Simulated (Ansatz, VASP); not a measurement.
## Mo in VASP and in Ansatz

```
CELL_PARAMETERS angstrom
2.94674 0.00000 0.00000
-1.47337 2.55195 0.00000
0.00000 0.00000 2.20199
ATOMIC_POSITIONS crystal
Mo 0.00000 0.00000 0.50000
```

Alike in both runs: task single point; functional LDA; k mesh 24 × 24 × 20; occupations gaussian, width 0.15 eV; no spin polarisation.

```csv
,VASP,Ansatz
version,VASP 6.6.1,Ansatz 0.2.0
potentials or method,"VASP PAW LDA potentials, release 64 (Mo_sv), cutoff 520 eV","scalar-relativistic, plane waves, PAW"
valence electrons in the cell,14,14
```

Ansatz gave:

| Quantity | Value |
| --- | --- |
| gap on the k mesh at the Fermi level (eV) | none |
| pressure (GPa) | 8.6 |
| traceless stress, the component that is largest in VASP (GPa) | 56.90 |

Q: Estimate VASP's values.

A: gap on the k mesh at the Fermi level (eV): none; pressure (GPa): 10.4; traceless stress, the component that is largest in VASP (GPa): 59.18.

LDA's correlation is that of Perdew and Zunger in VASP and of Perdew and Wang (1992) in Ansatz. A gap of «none» marks a metal or a gap that the smearing closes.
